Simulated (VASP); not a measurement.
Write the native input for VASP 6.6.1 that does the following.

```yaml
Task: single point
Functional: PBE
Potentials_or_basis: VASP PAW PBE potentials, release 64 (Pb_d, O_h, H_h)
Cutoff: 910 eV
k_mesh: 1 × 1 × 1
Occupations: gaussian, width 0.01 eV
Spin: no spin polarisation
Dipole_correction: no
Second_run: hard_potentials
Further_INCAR_settings: ALGO = Normal; EDIFF = 1e-06; NBANDS = 33; NELMDL = -8
```

The structure of Pb2O3H2 (Pb2(O)1(OH)2) lies in POSCAR:

```
H2Pb2O3
1.0
   11.5600000000      0.0000000000      0.0000000000
    0.0000000000      9.0000000000      0.0000000000
    0.0000000000      0.0000000000     14.1600000000
Pb O H
2 3 2
Direct
    0.3892733600      0.5000000000      0.6447231600
    0.3892733600      0.5000000000      0.3551377100
    0.4246643600      0.5000000000      0.4999300800
    0.5655692000      0.5000000000      0.6820635600
    0.5655692000      0.5000000000      0.3177966100
    0.6103062300      0.5000000000      0.6243418100
    0.6103062300      0.5000000000      0.3755190700
```

These files were run (other wordings do the same):

INCAR

```
ALGO = Normal
EDIFF = 1E-6
ENCUT = 910
GGA = PE
GGA_COMPAT = False
ISIF = 2
ISMEAR = 0
LASPH = True
LCHARG = True
LELF = True
LREAL = False
LVHAR = True
LWAVE = False
NBANDS = 33
NELM = 120
NELMDL = -8
PREC = Accurate
SIGMA = 0.01
```

KPOINTS

```
k-points
0
Gamma
  1 1 1
```

Potentials or basis: VASP PAW PBE potentials, release 64 (Pb_d, O_h, H_h).

Launch:

```console
$ cat potpaw_PBE.64/Pb_d/POTCAR potpaw_PBE.64/O_h/POTCAR potpaw_PBE.64/H_h/POTCAR > POTCAR
$ mpirun -np 1 vasp_gam > vasp.out
```

Results of the run:

```json
{
  "Largest force": "0.360 eV/Å",
  "Gap between the frontier levels": "2.96 eV"
}
```

Caveat: spin-orbit coupling is left out, which moves the levels of the heavy elements.

Wall time 11 min on 1 thread of AMD EPYC 7R43 64-Core Processor (Zen 3) (shared host), peak memory 2.1 GiB.
